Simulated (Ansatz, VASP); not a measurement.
## One calculation of Ge2Sb3Se, two programs

```
CELL_PARAMETERS angstrom
5.77755 0.00000 0.00000
0.00000 5.77755 0.00000
0.00000 0.00000 5.69234
ATOMIC_POSITIONS crystal
Ge 0.00000 0.50000 0.50000
Ge 0.50000 0.00000 0.50000
Sb 0.50000 0.50000 0.50000
Sb 0.00000 0.50000 0.00000
Sb 0.50000 0.00000 0.00000
Se 0.50000 0.50000 0.00000
```

Alike in both runs: functional PBE; k mesh 4 × 4 × 4; occupations gaussian, width 0.1 eV; no spin polarisation.

Ansatz relaxed the structure, and its values are those at the end. VASP's run is a single point on that final structure, the one shown.

|  | VASP | Ansatz |
| --- | --- | --- |
| version | VASP 6.6.1 | Ansatz 0.2.0 |
| potentials or method | VASP PAW PBE potentials, release 64 (Ge_d, Sb, Se), cutoff 520 eV | scalar-relativistic, plane waves, PAW |
| valence electrons in the cell | 49 | 89 |

Ansatz gave:

| Item | Value |
| --- | --- |
| gap on the k mesh at the Fermi level (eV) | none |
| pressure (GPa) | 0.0 |

Task: Which values does VASP return?

Result: gap on the k mesh at the Fermi level (eV): none; pressure (GPa): -0.1.

A gap of «none» marks a metal or a gap that the smearing closes. VASP's potentials hold 49 valence electrons a cell and Ansatz's 89, so a difference there can come from the potentials and not from the codes.

Neither program's run includes spin-orbit coupling.
